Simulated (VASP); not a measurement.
# AlRu (Pm-3m) in VASP: notebook, part 2 of 2

VASP 6.6.1.

### 3 Single point, PBE (equal strain along all axes, cell held: -4.5 %)

Input file INCAR:

```
PREC     = Accurate       # precision mode
ENCUT    = 520            # plane-wave cutoff, eV
EDIFF    = 1E-6           # SCF threshold, eV
ISMEAR   = 0              # smearing method
SIGMA    = 0.1            # smearing width, eV
LREAL    = False          # projectors in reciprocal space
LASPH    = True           # aspherical terms in the spheres
NELM     = 60             # most SCF steps
ALGO     = Normal         # electronic algorithm
ISIF     = 2              # what is computed and relaxed
LWAVE    = False          # write WAVECAR
LCHARG   = False          # write CHGCAR
GGA      = PE             # functional
NBANDS   = 16             # bands
```

Input file KPOINTS:

```
Automatic mesh
0
Gamma
  14 14 14
```

Input file POSCAR:

```
AlRu
1.0
    2.8689888960      0.0000000000      0.0000000000
    0.0000000000      2.8689888960      0.0000000000
    0.0000000000      0.0000000000      2.8689888960
Al Ru
1 1
Direct
    0.0000000000      0.0000000000      0.0000000000
    0.5000000000      0.5000000000      0.5000000000
```

Potentials or basis: VASP PAW PBE potentials, release 64 (Al, Ru_pv).

The run is started by

```sh
$ cat potpaw_PBE.64/Al/POTCAR potpaw_PBE.64/Ru_pv/POTCAR > POTCAR
$ mpirun -np 1 vasp_std > vasp.out
```

OUTCAR:

```text
PREC = Accurate
   ENCUT = 520
   EDIFF = 1E-6
   ISMEAR = 0
   LREAL = False
   LASPH = True
   NELM = 60
   ISIF = 2
   GGA = PE

 ion  position               nearest neighbor table
   1  0.000  0.000  0.000-   2 2.48   2 2.48   2 2.48   2 2.48   2 2.48   2 2.48   2 2.48   2 2.48

   2  0.500  0.500  0.500-   1 2.48   1 2.48   1 2.48   1 2.48   1 2.48   1 2.48   1 2.48   1 2.48

  LATTYP: Found a simple cubic cell.
 ALAT       =     2.8689888960

  Lattice vectors:

[... 644 lines left out ...]
------------------------ aborting loop because EDIFF is reached ----------------------------------------

  FORCE on cell =-STRESS in cart. coord.  units (eV):
  Direction    XX          YY          ZZ          XY          YZ          ZX
  --------------------------------------------------------------------------------------
  -------------------------------------------------------------------------------------
  Total        5.6063021      5.6063021      5.6063021     -0.0000000      0.0000000     -0.0000000
  in kB      380.3649377    380.3649377    380.3649377     -0.0000000      0.0000000     -0.0000000
  external PRESSURE =     380.3649377 kB  Pullay stress =       0.0000000 kB

 VOLUME and BASIS-vectors are now :
 -----------------------------------------------------------------------------
  energy-cutoff  :      520.00
  volume of cell :       23.61
      direct lattice vectors                 reciprocal lattice vectors
     2.868988896  0.000000000  0.000000000     0.348554852  0.000000000  0.000000000
     0.000000000  2.868988896  0.000000000     0.000000000  0.348554852  0.000000000
     0.000000000  0.000000000  2.868988896     0.000000000  0.000000000  0.348554852

 POSITION                                       TOTAL-FORCE (eV/Angst)
 -----------------------------------------------------------------------------------
      0.00000      0.00000      0.00000         0.000000      0.000000      0.000000
      1.43449      1.43449      1.43449         0.000000      0.000000      0.000000
 -----------------------------------------------------------------------------------
    total drift:                                0.000000     -0.000000     -0.000000

  FREE ENERGIE OF THE ION-ELECTRON SYSTEM (eV)
  ---------------------------------------------------
  free  energy   TOTEN  =       -13.8905539001 eV

  energy  without entropy=      -13.8824914877  energy(sigma->0) =      -13.88652269
```

OSZICAR:

```text
N       E                     dE             d eps       ncg     rms          rms(c)
DAV:   1     0.119029053806E+03    0.11903E+03   -0.93030E+03  3928   0.101E+03
DAV:   2    -0.126568526102E+02   -0.13169E+03   -0.12572E+03  4504   0.299E+02
DAV:   3    -0.145743477603E+02   -0.19175E+01   -0.19124E+01  5160   0.376E+01
DAV:   4    -0.145871418244E+02   -0.12794E-01   -0.12785E-01  4456   0.331E+00
DAV:   5    -0.145873047403E+02   -0.16292E-03   -0.16288E-03  4568   0.365E-01    0.162E+01
DAV:   6    -0.139525012582E+02    0.63480E+00   -0.20534E+00  4080   0.161E+01    0.311E+00
DAV:   7    -0.139052745219E+02    0.47227E-01   -0.11605E-01  4024   0.394E+00    0.285E+00
DAV:   8    -0.138906506645E+02    0.14624E-01   -0.11364E-02  4608   0.887E-01    0.209E-01
DAV:   9    -0.138905592620E+02    0.91402E-04   -0.24350E-04  4616   0.143E-01    0.141E-01
DAV:  10    -0.138905544891E+02    0.47729E-05   -0.15691E-05  4584   0.431E-02    0.175E-02
DAV:  11    -0.138905539001E+02    0.58905E-06   -0.28912E-07  3344   0.535E-03
   1 F= -.13890554E+02 E0= -.13886523E+02  d E =-.806241E-02
```

stdout:

```text
POSCAR found type information on POSCAR AlRu
 POSCAR found :  2 types and       2 ions
 scaLAPACK will be used
 LDA part: xc-table for (Slater+PW92), standard interpolation
 POSCAR, INCAR and KPOINTS ok, starting setup
 FFT: planning ... GRIDC
 FFT: planning ... GRID_SOFT
 FFT: planning ... GRID
 WAVECAR not read
 entering main loop
```

Wall time 29 s (1 thread of Intel Xeon 8259CL, shared host); peak memory 0.17 GiB.

Results:

| Property | Result |
| --- | --- |
| Free energy | -13.8906 eV |
| Pressure | 38.0 GPa |
| Band gap on the k mesh | zero (an odd number of electrons rules out a gap without spin polarisation) |

Levels at points of the mesh, in eV from the Fermi level:
| k point | band 7 | band 8 | band 9 | band 10 | band 11 | band 12 |
| --- | --- | --- | --- | --- | --- | --- |
| (0.00, 0.00, 0.00) | 0.22 | 0.22 | 0.22 | 6.72 | 6.72 | 6.72 |
| (0.50, 0.00, 0.00) | -1.89 | -1.89 | 0.54 | 2.81 | 7.33 | 11.70 |
| (0.50, 0.50, 0.00) | -1.43 | -1.43 | -1.43 | 1.88 | 6.21 | 7.61 |
| (0.50, 0.50, 0.50) | 2.00 | 2.00 | 3.37 | 4.48 | 4.48 | 4.48 |

Caveat: the cell differs from its parent crystal (equal strain along all axes, cell held: -4.5 %); the cell stands under pressure.

### 4 Single point, PBE (equal strain along all axes, cell held: -3.0 %)

Input file INCAR:

```
  PREC = Accurate
  ENCUT = 520
  EDIFF = 1E-7
  ISMEAR = 0
  SIGMA = 0.1
  LREAL = False
  LASPH = True
  NELM = 60
  ALGO = Normal
  ISIF = 2
  LWAVE = False
  LCHARG = False
  GGA = PE
  NBANDS = 16
```

Input file KPOINTS:

```
regular mesh
0
Gamma
  14 14 14
```

Input file POSCAR:

```
AlRu
1.0
    2.9140515488      0.0000000000      0.0000000000
    0.0000000000      2.9140515488      0.0000000000
    0.0000000000      0.0000000000      2.9140515488
Al Ru
1 1
Direct
    0.0000000000      0.0000000000      0.0000000000
    0.5000000000      0.5000000000      0.5000000000
```

The run is started by

```sh
$ cat potpaw_PBE.64/Al/POTCAR potpaw_PBE.64/Ru_pv/POTCAR > POTCAR
$ mpirun -np 1 vasp_std > vasp.out
```

Wall time 34 s (1 thread of Intel Xeon 8259CL, shared host); peak memory 0.17 GiB.

The run converged. Its results:

```yaml
Free_energy: -14.1033 eV
Pressure: 22.7 GPa
Band_gap_on_the_k_mesh: zero (an odd number of electrons rules out a gap without spin polarisation)
```

Levels at points of the mesh, in eV from the Fermi level:
| k point | band 5 | band 6 | band 7 | band 8 | band 9 | band 10 | band 11 | band 12 | band 13 | band 14 |
| --- | --- | --- | --- | --- | --- | --- | --- | --- | --- | --- |
| (0.00, 0.00, 0.00) | -4.01 | -4.01 | 0.21 | 0.21 | 0.21 | 6.48 | 6.48 | 6.48 | 11.46 | 11.46 |
| (0.50, 0.00, 0.00) | -5.62 | -3.11 | -1.78 | -1.78 | 0.50 | 2.61 | 7.39 | 11.45 | 11.45 | 12.12 |
| (0.50, 0.50, 0.00) | -3.39 | -1.41 | -1.41 | -1.32 | -1.32 | 1.75 | 5.87 | 7.08 | 11.23 | 12.12 |
| (0.50, 0.50, 0.50) | -5.09 | -5.09 | 1.85 | 1.85 | 3.07 | 4.34 | 4.34 | 4.34 | 9.31 | 9.31 |

Caveat: the cell differs from its parent crystal (equal strain along all axes, cell held: -3.0 %); the cell stands under pressure.

### 5 The runs side by side

| cell | k mesh | gap on the mesh (eV) | pressure (GPa) |
| --- | --- | --- | --- |
| a = 8.497 Å, angles 60.0°, 32 atoms, atomic positions A | 4 × 4 × 4 | none | -0.1 |
| a = 2.869 Å, 2 atoms, atomic positions B | 14 × 14 × 14 | none | 38.0 |
| a = 2.914 Å, 2 atoms, atomic positions B | 14 × 14 × 14 | none | 22.7 |

Alike in all rows: task single point; level PBE; potentials or basis VASP PAW PBE potentials, release 64 (Al, Ru_pv); no spin polarisation; cutoff (eV) 520; smearing gaussian 0.1 eV.

Caveats: the cell stands under pressure (at least some runs).

Total energies depend on the potentials used, so only differences within one code and one set of settings carry meaning.
